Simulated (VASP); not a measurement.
# H in VASP: a series of runs, part 2 of 2

VASP 6.6.1. Earlier steps stand in the parts before.

## Step 4: Single point, LDA

Input file INCAR:

```
ALGO     = Normal         # electronic algorithm
EDIFF    = 1E-7           # SCF threshold, eV
ENCUT    = 520            # plane-wave cutoff, eV
GGA      = CA             # functional
ISIF     = 2              # what is computed and relaxed
ISMEAR   = -1             # smearing method
LASPH    = T              # aspherical terms in the spheres
LCHARG   = T              # write CHGCAR
LELF     = T              # ELF
LREAL    = Auto         
LVHAR    = T            
LWAVE    = F              # write WAVECAR
NBANDS   = 22             # bands
NELM     = 80             # most SCF steps
PREC     = Accurate       # precision mode
SIGMA    = 0.05           # smearing width, eV
```

Input file KPOINTS:

```
k-points
0
Gamma
  1 1 1
```

Input file POSCAR:

```
H
1.0
    6.0000000000      0.0000000000      0.0000000000
    0.0000000000      6.0000000000      0.0000000000
    0.0000000000      0.0000000000      6.0000000000
H
16
Direct
    0.1437666667      0.0754666667      0.2908333333
    0.2391166667      0.0118666667      0.2515333333
    0.5879000000      1.1510833333      0.6472333333
    0.5569000000      1.1755833333      0.5252166667
    0.3834833333      1.3435500000      0.8117500000
    0.4157666667      1.3821333333      0.9306666667
    0.8384333333      0.5739000000      0.7110000000
    0.7340166667      0.5879166667      0.7881500000
    0.8323500000      0.7330666667      0.1134333333
    0.9517166667      0.7629333333      0.1578000000
    0.5455000000      0.3226166667      0.2145833333
    0.4778500000      0.3621666667      0.3091666667
   -0.1303666667      0.2134500000      0.8698666667
   -0.0628000000      0.2174333333      0.9832666667
    0.1843500000      0.5266666667      0.4321833333
    0.1013666667      0.6252666667      0.4722833333
```

Potentials or basis: VASP PAW LDA potentials, release 64 (H).

Launch:

```bash
$ cat potpaw_LDA.64/H/POTCAR > POTCAR
$ mpirun -np 1 vasp_gam > vasp.out
```

OUTCAR:

```text
EDIFF = 1E-7
   ENCUT = 520
   GGA = CA
   ISIF = 2
   ISMEAR = -1
   LASPH = T
   LREAL = Auto
   NELM = 80
   PREC = Accurate

 ion  position               nearest neighbor table
   1  0.144  0.075  0.291-   2 0.73
   2  0.239  0.012  0.252-   1 0.73
   3  0.588  0.151  0.647-   4 0.77
   4  0.557  0.176  0.525-   3 0.77
   5  0.383  0.344  0.812-   6 0.77
   6  0.416  0.382  0.931-   5 0.77
[... 8 lines left out ...]
  15  0.184  0.527  0.432-  16 0.81
  16  0.101  0.625  0.472-  15 0.81

  LATTYP: Found a simple cubic cell.
 ALAT       =     6.0000000000

  Lattice vectors:

 A1 = (   6.0000000000,   0.0000000000,   0.0000000000)
 A2 = (   0.0000000000,   6.0000000000,   0.0000000000)
 A3 = (   0.0000000000,   0.0000000000,   6.0000000000)

Analysis of symmetry for initial positions (statically):
=====================================================================
 Subroutine PRICEL returns:
 Original cell was already a primitive cell.

 Routine SETGRP: Setting up the symmetry group for a
 simple cubic supercell.

 Subroutine GETGRP returns: Found  1 space group operations
 (whereof  1 operations were pure point group operations)
 out of a pool of 48 trial point group operations.

The static configuration has the point symmetry C_1 .

Analysis of symmetry for dynamics (positions and initial velocities):
=====================================================================
 Subroutine PRICEL returns:
 Original cell was already a primitive cell.

 Routine SETGRP: Setting up the symmetry group for a
 simple cubic supercell.

 Subroutine GETGRP returns: Found  1 space group operations
 (whereof  1 operations were pure point group operations)
 out of a pool of 48 trial point group operations.

The dynamic configuration has the point symmetry C_1 .
[... 123 lines left out ...]
     AMIX_MAG =   1.60;   BMIX_MAG =  1.00
  volume/ion in A,a.u.               =      13.50        91.10
  Fermi-wavevector in a.u.,A,eV,Ry     =   0.687538  1.299259  6.431596  0.472709
  Thomas-Fermi vector in A             =   1.768082
   LORBIT       =      0    0 simple, 1 ext, 2 COOP (PROOUT), +10 PAW based schemes
   GGA     = CA    functional components
   LHFCALC =     F    Hartree Fock is set to
   AEXX    =    0.0000 exact exchange contribution
   IVDW    =     0    specifies the selected vdW correction
   LEPSILON=     F    determine dielectric tensor
   LRPA    =     F    only Hartree local field effects (RPA)
 non-spin polarized calculation
  energy-cutoff  :      520.00
  volume of cell :      216.00
 maximum number of plane-waves:      2872
 NGX is ok and might be reduce to    48
   NGX = 23   NGY = 23   NGZ = 23

 number of electron      15.9999999 magnetization

 Free energy of the ion-electron system (eV)
  ---------------------------------------------------
  ext. energy  EPLUGINS =         0.00000000
  ---------------------------------------------------
  free energy    TOTEN  =       -53.77593477 eV

  energy without entropy =      -53.77593477  energy(sigma->0) =      -53.77593477

 E-fermi :  -6.8179     XC(G=0):  -5.2827

 val. band max:       -8.0526578200   @ k =   0.0000   0.0000   0.0000
 cond. band min:       0.3362298248   @ k =   0.0000   0.0000   0.0000
 fundamental gap:      8.3888876448
 Fermi energy:        -6.8178751445

 k-point     1 :       0.0000    0.0000    0.0000
  band No.  band energies     occupation
      1     -11.0837      2.00000
      2      -9.7127      2.00000
      3      -9.3115      2.00000
      4      -8.9715      2.00000
      5      -8.3959      2.00000
      6      -8.3096      2.00000
[... 12 lines left out ...]
     19       3.9980      0.00000
     20       4.2191      0.00000
 [bands above 20 left out]

------------------------ aborting loop because EDIFF is reached ----------------------------------------

  FORCE on cell =-STRESS in cart. coord.  units (eV):
  Direction    XX          YY          ZZ          XY          YZ          ZX
  --------------------------------------------------------------------------------------
  -------------------------------------------------------------------------------------
  Total       -0.4598353      0.0939782      0.6641689     -0.2413010      0.0473514     -0.6378864
  in kB       -3.4108227      0.6970821      4.9264645     -1.7898475      0.3512282     -4.7315145
  external PRESSURE =       0.7375747 kB  Pullay stress =       0.0000000 kB

 VOLUME and BASIS-vectors are now :
 -----------------------------------------------------------------------------
  energy-cutoff  :      520.00
  volume of cell :      216.00
      direct lattice vectors                 reciprocal lattice vectors
     6.000000000  0.000000000  0.000000000     0.166666667  0.000000000  0.000000000
     0.000000000  6.000000000  0.000000000     0.000000000  0.166666667  0.000000000
     0.000000000  0.000000000  6.000000000     0.000000000  0.000000000  0.166666667

 POSITION                                       TOTAL-FORCE (eV/Angst)
 -----------------------------------------------------------------------------------
      0.86260      0.45280      1.74500        -1.116292      0.734112      0.442057
      1.43470      0.07120      1.50920         1.144953     -0.711009     -0.466882
      3.52740      0.90650      3.88340        -0.021326     -0.003335      0.110548
      3.34140      1.05350      3.15130         0.023413     -0.029408     -0.052146
      2.30090      2.06130      4.87050         0.090444      0.024700      0.194420
      2.49460      2.29280      5.58400        -0.101829     -0.029052     -0.097458
[... 8 lines left out ...]
      1.10610      3.16000      2.59310        -0.683305      0.818100      0.370590
      0.60820      3.75160      2.83370         0.692437     -0.862290     -0.316925
 -----------------------------------------------------------------------------------
    total drift:                                0.000233     -0.000158     -0.000072

  FREE ENERGIE OF THE ION-ELECTRON SYSTEM (eV)
  ---------------------------------------------------
  free  energy   TOTEN  =       -53.7759347680 eV

  energy  without entropy=      -53.7759347679  energy(sigma->0) =      -53.77593477
```

OSZICAR:

```text
N       E                     dE             d eps       ncg     rms          rms(c)
DAV:   1     0.342852322157E+02    0.34285E+02   -0.57064E+03    44   0.525E+02
DAV:   2    -0.492857948105E+02   -0.83571E+02   -0.78111E+02    64   0.109E+02
DAV:   3    -0.584516341294E+02   -0.91658E+01   -0.91246E+01    50   0.394E+01
DAV:   4    -0.585309517479E+02   -0.79318E-01   -0.79302E-01    56   0.450E+00
DAV:   5    -0.585314498032E+02   -0.49806E-03   -0.49805E-03    44   0.353E-01    0.121E+01
DAV:   6    -0.552503155932E+02    0.32811E+01   -0.12895E+00    56   0.432E+00    0.655E+00
DAV:   7    -0.537424825428E+02    0.15078E+01   -0.24976E+00    56   0.621E+00    0.723E-01
DAV:   8    -0.537779482213E+02   -0.35466E-01   -0.90966E-02    50   0.110E+00    0.335E-01
DAV:   9    -0.537752178628E+02    0.27304E-02   -0.65744E-03    56   0.346E-01    0.119E-01
DAV:  10    -0.537755115745E+02   -0.29371E-03   -0.41363E-04    44   0.103E-01    0.480E-02
DAV:  11    -0.537759084748E+02   -0.39690E-03   -0.39175E-04    56   0.910E-02    0.202E-02
DAV:  12    -0.537759185774E+02   -0.10103E-04   -0.45761E-05    56   0.370E-02    0.114E-02
DAV:  13    -0.537759341661E+02   -0.15589E-04   -0.18528E-05    56   0.238E-02    0.512E-03
DAV:  14    -0.537759344417E+02   -0.27559E-06   -0.51495E-06    56   0.129E-02    0.235E-03
DAV:  15    -0.537759347820E+02   -0.34030E-06   -0.82064E-07    50   0.438E-03    0.142E-03
DAV:  16    -0.537759347680E+02    0.14068E-07   -0.19197E-07    56   0.257E-03
   1 F= -.53775935E+02 E0= -.53775935E+02  d E =-.494211E-10
```

stdout:

```text
POSCAR found type information on POSCAR H
 POSCAR found :  1 types and      16 ions
 scaLAPACK will be used
 LDA part: xc-table for (Slater(with rela. corr.)+CA(PZ))
 , standard interpolation
 POSCAR, INCAR and KPOINTS ok, starting setup
 FFT: planning ... GRIDC
 FFT: planning ... GRID_SOFT
 FFT: planning ... GRID
 WAVECAR not read
 entering main loop
```

Wall time 6.8 s (1 thread of Intel Xeon 6975P-C (Granite Rapids), shared host); peak memory 0.2 GiB.

What came out:

- Free energy: -53.7759 eV
- Pressure: 0.1 GPa
- Largest force: 1.426 eV/Å
- Band gap on the k mesh: 8.39 eV

Forces on the atoms (eV/Å):
```
H   -1.116  0.734  0.442
H    1.145 -0.711 -0.467
H   -0.021 -0.003  0.111
H    0.023 -0.029 -0.052
H    0.090  0.025  0.194
H   -0.102 -0.029 -0.097
H   -0.433  0.056  0.274
H    0.386 -0.060 -0.346
H    0.478  0.119  0.173
H   -0.500 -0.102 -0.144
H    0.639 -0.292 -0.968
H   -0.586  0.398  0.786
H    0.360  0.020  0.644
H   -0.371 -0.081 -0.603
H   -0.683  0.818  0.371
H    0.692 -0.862 -0.317
```

Caveat: the k points lie up to 1.05 Å⁻¹ apart.
